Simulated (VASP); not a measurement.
# Ru (Fm-3m) in VASP: a series of runs

The runs below take Ru through single point, with r2SCAN, PBE.

Program: VASP 6.6.1. These are calculated values, not measurements. Logs are shortened: lines on timing, memory, paths and dates and some standing lists are left out, and cuts for length are marked.

**1. The cell of the first run**

It takes space group Fm-3m (No. 225, cubic). Conventional cell: a = 3.824 Å, b = 3.824 Å, c = 3.824 Å, α = 90.00°, β = 90.00°, γ = 90.00°. Ru (site symmetry m-3m) has 12 Ru at 2.70 Å within 3.6 Å.

**2. Single point, r2SCAN**

Input file POSCAR:

```
Ru
1.0
    0.0000000000      1.9119924058      1.9119924058
    1.9119924058      0.0000000000      1.9119924058
    1.9119924058      1.9119924058      0.0000000000
Ru
1
Direct
    0.0000000000      0.0000000000      0.0000000000
```

Input file INCAR.step1:

```
  ALGO = Normal
  EDIFF = 1E-4
  ENCUT = 520
  GGA = PE
  ISMEAR = -1
  LASPH = T
  LCHARG = F
  LREAL = F
  LWAVE = T
  NBANDS = 13
  NELM = 80
  PREC = Accurate
  SIGMA = 0.1
```

Input file INCAR.step2:

```
  ALGO = Normal
  EDIFF = 1E-6
  ENCUT = 520
  ISIF = 2
  ISMEAR = -1
  ISTART = 1
  LASPH = T
  LCHARG = F
  LMIXTAU = T
  LREAL = F
  LWAVE = F
  METAGGA = R2SCAN
  NBANDS = 13
  NELM = 80
  PREC = Accurate
  SIGMA = 0.1
```

Input file KPOINTS:

```
k-points
0
Gamma
  15 15 15
```

Potentials or basis: VASP PAW PBE potentials, release 64 (Ru_pv).

Started as:

```sh
> cat potpaw_PBE.64/Ru_pv/POTCAR > POTCAR
> cp INCAR.step1 INCAR
> mpirun -np 1 vasp_std > vasp.out
> cp INCAR.step2 INCAR
> mpirun -np 1 vasp_std > vasp.out
```

OUTCAR:

```text
EDIFF = 1E-6
   ENCUT = 520
   ISIF = 2
   ISMEAR = -1
   ISTART = 1
   LASPH = T
   LREAL = F
   METAGGA = R2SCAN
   NELM = 80
   PREC = Accurate

 ion  position               nearest neighbor table
   1  0.000  0.000  0.000-

  LATTYP: Found a face centered cubic cell.
 ALAT       =     3.8239848116

  Lattice vectors:

 A1 = (   0.0000000000,   1.9119924058,   1.9119924058)
 A2 = (   1.9119924058,   0.0000000000,   1.9119924058)
 A3 = (   1.9119924058,   1.9119924058,   0.0000000000)

Analysis of symmetry for initial positions (statically):
=====================================================================
 Subroutine PRICEL returns:
 Original cell was already a primitive cell.

 Routine SETGRP: Setting up the symmetry group for a
 face centered cubic supercell.

 Subroutine GETGRP returns: Found 48 space group operations
 (whereof 48 operations were pure point group operations)
 out of a pool of 48 trial point group operations.

The static configuration has the point symmetry O_h .

Analysis of symmetry for dynamics (positions and initial velocities):
=====================================================================
 Subroutine PRICEL returns:
 Original cell was already a primitive cell.

 Routine SETGRP: Setting up the symmetry group for a
 face centered cubic supercell.

 Subroutine GETGRP returns: Found 48 space group operations
 (whereof 48 operations were pure point group operations)
 out of a pool of 48 trial point group operations.

The dynamic configuration has the point symmetry O_h .

 Subroutine INISYM returns: Found 48 space group operations
 (whereof 48 operations are pure point group operations),
 and found     1 'primitive' translations

----------------------------------------------------------------------------------------

                                     Primitive cell

  volume of cell :      13.9794

  direct lattice vectors                    reciprocal lattice vectors
     0.000000000  1.911992406  1.911992406    -0.261507315  0.261507315  0.261507315
     1.911992406  0.000000000  1.911992406     0.261507315 -0.261507315  0.261507315
     1.911992406  1.911992406  0.000000000     0.261507315  0.261507315 -0.261507315

  length of vectors
     2.703965591  2.703965591  2.703965591     0.452943956  0.452943956  0.452943956

  position of ions in fractional coordinates (direct lattice)
     0.000000000  0.000000000  0.000000000

  ion indices of the primitive-cell ions
   primitive index   ion index
                 1           1

----------------------------------------------------------------------------------------

 KPOINTS: k-points

Automatic generation of k-mesh.
 Grid dimensions read from file:
 generate k-points for:   15   15   15

 Generating k-lattice:

  Cartesian coordinates                     Fractional coordinates (reciprocal lattice)
    -0.017433821  0.017433821  0.017433821     0.066666667  0.000000000  0.000000000
     0.017433821 -0.017433821  0.017433821     0.000000000  0.066666667  0.000000000
     0.017433821  0.017433821 -0.017433821     0.000000000  0.000000000  0.066666667

  Length of vectors
     0.030196264  0.030196264  0.030196264

  Shift w.r.t. Gamma in fractional coordinates (k-lattice)
     0.000000000  0.000000000  0.000000000

 Subroutine IBZKPT returns following result:
 ===========================================

 Found    120 irreducible k-points:

 Following reciprocal coordinates:
            Coordinates               Weight
  0.000000  0.000000  0.000000      1.000000
  0.066667  0.000000  0.000000      8.000000
  0.133333  0.000000  0.000000      8.000000
  0.200000  0.000000  0.000000      8.000000
  0.266667  0.000000  0.000000      8.000000
  0.333333  0.000000  0.000000      8.000000
[... 16 lines left out ...]
  0.133333  0.133333  0.000000      6.000000
  0.200000  0.133333  0.000000     24.000000
 [... further k-points ...]
   k-points           NKPTS =    120   k-points in BZ     NKDIM =    120   number of bands    NBANDS=     13
   number of dos      NEDOS =    301   number of ions     NIONS =      1
   total plane-waves  NPLWV =   8000
   dimension x,y,z NGX =    20 NGY =   20 NGZ =   20
   dimension x,y,z NGXF=    40 NGYF=   40 NGZF=   40
   ions per type =               1
   NGX,Y,Z   is equivalent  to a cutoff of  12.30, 12.30, 12.30 a.u.
   NGXF,Y,Z  is equivalent  to a cutoff of  24.59, 24.59, 24.59 a.u.
 SYSTEM =  unknown system
   PREC   = accura    normal or accurate (medium, high low for compatibility)
   ISTART =      1    job   : 0-new  1-cont  2-samecut
   ICHARG =      0    charge: 1-file 2-atom 10-const
   ISPIN  =      1    spin polarized calculation?
   LNONCOLLINEAR =      F non collinear calculations
   LSORBIT =      F    spin-orbit coupling
   LASPH  =      T    aspherical Exc in radial PAW
   ENCUT  =  520.0 eV  38.22 Ry    6.18 a.u.   5.03  5.03  5.03*2*pi/ulx,y,z
   NELM   =     80;   NELMIN=  2; NELMDL=  0     # of ELM steps
   EDIFF  = 0.1E-05   stopping-criterion for ELM
   LREAL  =      F    real-space projection
   EDIFFG = 0.1E-04   stopping-criterion for IOM
   NSW    =      0    number of steps for IOM
   IBRION =     -1    ionic relax: 0-MD 1-quasi-New 2-CG
   NFREE  =      0    steps in history (QN), initial steepest desc. (CG)
   ISIF   =      2    stress and relaxation
   ISYM   =      2    0-nonsym 1-usesym 2-fastsym
   POTIM  = 0.5000    time-step for ionic-motion
   TEBEG  =    0.0;   TEEND  =   0.0 temperature during run
   PSTRESS=    0.0 pullay stress
   NELECT =      14.0000    total number of electrons
   NUPDOWN=      -1.0000    fix difference up-down
   EMIN   =  10.00;   EMAX   =-10.00  energy-range for DOS
   EFERMI =   0.00;   METHOD = LEGACY
   ISMEAR =    -1;   SIGMA  =   0.10  broadening in eV -4-tet -1-fermi 0-gaus
   EFERMI_NEDOS =   21; number of points for ismear=-14 and -15
   IALGO  =     38    algorithm
   IMIX   =      4    mixing-type and parameters
     AMIX     =   0.40;   BMIX     =  1.00
     AMIX_MAG =   1.60;   BMIX_MAG =  1.00
  volume/ion in A,a.u.               =      13.98        94.34
  Fermi-wavevector in a.u.,A,eV,Ry     =   1.637902  3.095187 36.500679  2.682724
  Thomas-Fermi vector in A             =   2.728965
   LORBIT       =      0    0 simple, 1 ext, 2 COOP (PROOUT), +10 PAW based schemes
   METAGGA = R2SCAN    functional components
   LHFCALC =     F    Hartree Fock is set to
   AEXX    =    0.0000 exact exchange contribution
   IVDW    =     0    specifies the selected vdW correction
   LEPSILON=     F    determine dielectric tensor
   LRPA    =     F    only Hartree local field effects (RPA)
 non-spin polarized calculation
  energy-cutoff  :      520.00
  volume of cell :       13.98
 maximum number of plane-waves:       388
   NGX =  9   NGY =  9   NGZ =  9

 number of electron      13.9999999 magnetization

 Free energy of the ion-electron system (eV)
  ---------------------------------------------------
  ext. energy  EPLUGINS =         0.00000000
  ---------------------------------------------------
  free energy    TOTEN  =       -25.31639508 eV

  energy without entropy =      -25.28352696  energy(sigma->0) =      -25.29996102

 E-fermi :  12.0949     XC(G=0): -15.1971

 val. band max:       12.0813641822   @ k =   0.1333   0.0667   0.0000
 cond. band min:      12.1030587896   @ k =  -0.2667   0.2667   0.0000
 fundamental gap:      0.0216946074
 Fermi energy:        12.0949190077

 k-point     1 :       0.0000    0.0000    0.0000
  band No.  band energies     occupation
      1     -31.6579      2.00000
      2     -31.6579      2.00000
      3     -31.6579      2.00000
      4       4.0241      2.00000
      5       9.5428      2.00000
      6       9.5428      2.00000
      7       9.5428      2.00000
      8      11.9693      1.55669
      9      11.9693      1.55669
     10      20.6206      0.00000
     11      27.8497      0.00000
     12      33.7952      0.00000
     13      33.7952      0.00000

 k-point     2 :       0.0667    0.0000    0.0000
  band No.  band energies     occupation
      1     -31.7053      2.00000
      2     -31.6640      2.00000
      3     -31.6640      2.00000
      4       4.2176      2.00000
      5       9.4430      2.00000
      6       9.6225      2.00000
      7       9.6225      2.00000
      8      11.9198      1.70425
      9      11.9198      1.70425
     10      20.6205      0.00000
     11      28.1646      0.00000
     12      32.8547      0.00000
     13      34.1013      0.00000

 k-point     3 :       0.1333    0.0000    0.0000
  band No.  band energies     occupation
      1     -31.8381      2.00000
      2     -31.6814      2.00000
      3     -31.6814      2.00000
      4       4.7573      2.00000
      5       9.2148      2.00000
      6       9.8146      2.00000
      7       9.8146      2.00000
      8      11.8326      1.86474
      9      11.8326      1.86474
     10      20.6204      0.00000
     11      28.9811      0.00000
     12      31.0733      0.00000
     13      34.9819      0.00000

 k-point     4 :       0.2000    0.0000    0.0000
  band No.  band energies     occupation
      1     -32.0306      2.00000
      2     -31.7069      2.00000
      3     -31.7068      2.00000
      4       5.4838      2.00000
      5       9.0789      2.00000
      6       9.9626      2.00000
      7       9.9626      2.00000
      8      11.8919      1.76782
      9      11.8919      1.76782
     10      20.6204      0.00000
     11      29.2054      0.00000
     12      29.8861      0.00000
     13      36.3249      0.00000

 k-point     5 :       0.2667    0.0000    0.0000
  band No.  band energies     occupation
      1     -32.2475      2.00000
      2     -31.7359      2.00000
      3     -31.7359      2.00000
      4       6.0406      2.00000
      5       9.4307      2.00000
      6       9.9102      2.00000
      7       9.9102      2.00000
      8      12.2655      0.30754
      9      12.2655      0.30753
     10      20.6204      0.00000
     11      27.4514      0.00000
     12      29.9500      0.00000
     13      37.8213      0.00000
[... 257 lines left out ...]
 k-point    22 :      -0.0667    0.0667    0.0000
  band No.  band energies     occupation
      1     -31.7711      2.00000
      2     -31.6916      2.00000
      3     -31.6663      2.00000
      4       4.5288      2.00000
      5       9.2623      2.00000
      6       9.7330      2.00000
      7       9.7899      2.00000
      8      11.7079      1.95914
      9      12.0013      1.43663
     10      20.6204      0.00000
     11      28.6558      0.00000
     12      31.9868      0.00000
     13      33.9958      0.00000

 k-point    23 :       0.1333    0.1333    0.0000
  band No.  band energies     occupation
      1     -31.8328      2.00000
      2     -31.7213      2.00000
      3     -31.7213      2.00000
      4       5.0041      2.00000
      5       8.8340      2.00000
      6      10.0990      2.00000
      7      10.0990      2.00000
      8      11.2300      1.99965
      9      12.2378      0.38647
     10      20.6204      0.00000
     11      29.4561      0.00000
     12      32.0511      0.00000
     13      34.0028      0.00000

 k-point    24 :       0.2000    0.1333    0.0000
  band No.  band energies     occupation
      1     -31.9582      2.00000
      2     -31.7536      2.00000
      3     -31.7449      2.00000
      4       5.5780      2.00000
      5       8.5285      2.00000
      6      10.2673      2.00000
      7      10.3688      2.00000
      8      11.1195      1.99988
      9      12.3848      0.10447
     10      20.6204      0.00000
     11      30.3244      0.00000
     12      30.9149      0.00000
     13      34.0758      0.00000

 [... further k-points ...]

------------------------ aborting loop because EDIFF is reached ----------------------------------------

  FORCE on cell =-STRESS in cart. coord.  units (eV):
  Direction    XX          YY          ZZ          XY          YZ          ZX
  --------------------------------------------------------------------------------------
  -------------------------------------------------------------------------------------
  Total       -0.7060590     -0.7060590     -0.7060590      0.0000000      0.0000000      0.0000000
  in kB      -80.9213391    -80.9213391    -80.9213391      0.0000000      0.0000000      0.0000000
  external PRESSURE =     -80.9213391 kB  Pullay stress =       0.0000000 kB

 VOLUME and BASIS-vectors are now :
 -----------------------------------------------------------------------------
  energy-cutoff  :      520.00
  volume of cell :       13.98
      direct lattice vectors                 reciprocal lattice vectors
     0.000000000  1.911992406  1.911992406    -0.261507315  0.261507315  0.261507315
     1.911992406  0.000000000  1.911992406     0.261507315 -0.261507315  0.261507315
     1.911992406  1.911992406  0.000000000     0.261507315  0.261507315 -0.261507315

 POSITION                                       TOTAL-FORCE (eV/Angst)
 -----------------------------------------------------------------------------------
      0.00000      0.00000      0.00000         0.000000     -0.000000      0.000000
 -----------------------------------------------------------------------------------
    total drift:                               -0.000000     -0.000000     -0.000000

  FREE ENERGIE OF THE ION-ELECTRON SYSTEM (eV)
  ---------------------------------------------------
  free  energy   TOTEN  =       -25.3163950799 eV

  energy  without entropy=      -25.2835269648  energy(sigma->0) =      -25.29996102
```

Wall time 44 s (1 thread of AMD EPYC 9R45 (Zen 5), shared host); peak memory 0.11 GiB.

What came out:

```yaml
Free_energy: -25.3164 eV
Pressure: -8.1 GPa
Band_gap_on_the_k_mesh: zero (band 7 reaches 14.26 eV, above the bottom of band 8 at 10.77 eV)
```

Levels at points of the mesh, in eV from the Fermi level:
```csv
k point,band 4,band 5,band 6,band 7,band 8,band 9,band 10,band 11
"(0.00, 0.00, 0.00)",-8.07,-2.55,-2.55,-2.55,-0.13,-0.13,8.53,15.75
```

Caveat: the PAW data sets were made with another functional, which shifts forces and pressure a little.

**3. Single point, r2SCAN**

This run uses another cell than the first one, of 14.39 Å³/atom, 1.030 times its volume.

Input file POSCAR:

```
Ru
1.0
    0.0000000000      1.9307386248      1.9307386248
    1.9307386248      0.0000000000      1.9307386248
    1.9307386248      1.9307386248      0.0000000000
Ru
1
Direct
    0.0000000000      0.0000000000      0.0000000000
```

Input file INCAR.step1:

```
SYSTEM = Ru
  PREC = Accurate
  ENCUT = 520
  ISMEAR = -1
  SIGMA = 0.1
  LREAL = .False.
  LASPH = .True.
  NELM = 100
  NBANDS = 13
  GGA = PE
  ALGO = Normal
  EDIFF = 1E-4
  LWAVE = .True.
  LCHARG = .False.
```

Input file INCAR.step2:

```
SYSTEM = Ru
  PREC = Accurate
  ENCUT = 520
  EDIFF = 1E-7
  ISMEAR = -1
  SIGMA = 0.1
  LREAL = .False.
  LASPH = .True.
  NELM = 100
  ALGO = Normal
  ISIF = 2
  LWAVE = .False.
  LCHARG = .False.
  METAGGA = R2SCAN
  LMIXTAU = .True.
  NBANDS = 13
  ISTART = 1
```

Input file KPOINTS:

```
regular mesh
0
Gamma
  15 15 15
  0 0 0
```

Potentials or basis: VASP PAW PBE potentials, release 64 (Ru_pv).

Started as:

```sh
> cat potpaw_PBE.64/Ru_pv/POTCAR > POTCAR
> cp INCAR.step1 INCAR
> mpirun -np 1 vasp_std > vasp.out
> cp INCAR.step2 INCAR
> mpirun -np 1 vasp_std > vasp.out
```

OUTCAR:

```text
SYSTEM = Ru
   PREC = Accurate
   ENCUT = 520
   EDIFF = 1E-7
   ISMEAR = -1
   LREAL = .False.
   LASPH = .True.
   NELM = 100
   ISIF = 2
   METAGGA = R2SCAN
   ISTART = 1

 ion  position               nearest neighbor table
   1  0.000  0.000  0.000-

  LATTYP: Found a face centered cubic cell.
 ALAT       =     3.8614772496

  Lattice vectors:

 A1 = (   0.0000000000,   1.9307386248,   1.9307386248)
[... 561 lines left out ...]
     11      29.6858      0.00000
     12      30.2399      0.00000
     13      33.2622      0.00000

 [... further k-points ...]

------------------------ aborting loop because EDIFF is reached ----------------------------------------

  FORCE on cell =-STRESS in cart. coord.  units (eV):
  Direction    XX          YY          ZZ          XY          YZ          ZX
  --------------------------------------------------------------------------------------
  -------------------------------------------------------------------------------------
  Total       -1.4379149     -1.4379149     -1.4379149      0.0000000     -0.0000000      0.0000000
  in kB     -160.0454444   -160.0454444   -160.0454444      0.0000000     -0.0000000      0.0000000
  external PRESSURE =    -160.0454444 kB  Pullay stress =       0.0000000 kB

 VOLUME and BASIS-vectors are now :
 -----------------------------------------------------------------------------
  energy-cutoff  :      520.00
  volume of cell :       14.39
      direct lattice vectors                 reciprocal lattice vectors
     0.000000000  1.930738625  1.930738625    -0.258968249  0.258968249  0.258968249
     1.930738625  0.000000000  1.930738625     0.258968249 -0.258968249  0.258968249
     1.930738625  1.930738625  0.000000000     0.258968249  0.258968249 -0.258968249

 POSITION                                       TOTAL-FORCE (eV/Angst)
 -----------------------------------------------------------------------------------
      0.00000      0.00000      0.00000         0.000000      0.000000      0.000000
 -----------------------------------------------------------------------------------
    total drift:                               -0.000000     -0.000000     -0.000000

  FREE ENERGIE OF THE ION-ELECTRON SYSTEM (eV)
  ---------------------------------------------------
  free  energy   TOTEN  =       -25.2850827865 eV

  energy  without entropy=      -25.2504751317  energy(sigma->0) =      -25.26777896
```

Wall time 51 s (1 thread of AMD EPYC 9R45 (Zen 5), shared host); peak memory 0.11 GiB.

What came out:

```
Free energy            : -25.2851 eV
Pressure               : -16.0 GPa
Band gap on the k mesh : zero (band 7 reaches 13.65 eV, above the bottom of band 8 at 10.32 eV)
```

Levels at points of the mesh, in eV from the Fermi level:
```csv
k point,band 4,band 5,band 6,band 7,band 8,band 9,band 10,band 11
"(0.00, 0.00, 0.00)",-7.90,-2.44,-2.44,-2.44,-0.13,-0.13,8.52,15.77
```

Caveat: the PAW data sets were made with another functional, which shifts forces and pressure a little.

**4. Single point, r2SCAN**

This run uses another cell than the first one, of 14.39 Å³/atom, 1.030 times its volume.

POSCAR is that of step 3.

Input file INCAR.step1:

```
PREC = Accurate
ENCUT = 520
ISMEAR = -1
SIGMA = 0.1
LREAL = False
LASPH = True
NELM = 100
NBANDS = 13
GGA = PE
ALGO = Normal
EDIFF = 1E-4
LWAVE = True
LCHARG = False
```

Input file INCAR.step2:

```
PREC = Accurate
ENCUT = 520
EDIFF = 1E-7
ISMEAR = -1
SIGMA = 0.1
LREAL = False
LASPH = True
NELM = 100
ALGO = Normal
ISIF = 2
LWAVE = False
LCHARG = False
METAGGA = R2SCAN
LMIXTAU = True
NBANDS = 13
ISTART = 1
```

Input file KPOINTS:

```
Automatic mesh
0
Gamma
  15 15 15
```

Started as:

```sh
> cat potpaw_PBE.64/Ru_pv/POTCAR > POTCAR
> cp INCAR.step1 INCAR
> mpirun -np 1 vasp_std > vasp.out
> cp INCAR.step2 INCAR
> mpirun -np 1 vasp_std > vasp.out
```

Wall time 50 s (1 thread of AMD EPYC 9R45 (Zen 5), shared host); peak memory 0.11 GiB.

It converged, with:

```
Free energy            : -25.2851 eV
Pressure               : -16.0 GPa
Band gap on the k mesh : zero (band 7 reaches 13.65 eV, above the bottom of band 8 at 10.32 eV)
```

Levels at points of the mesh, in eV from the Fermi level:
```
           k point  band 5  band 6  band 7  band 8  band 9  band 10
(0.00, 0.00, 0.00)   -2.44   -2.44   -2.44   -0.13   -0.13     8.52
```

Caveat: the PAW data sets were made with another functional, which shifts forces and pressure a little.

[end of part 1 of 2]
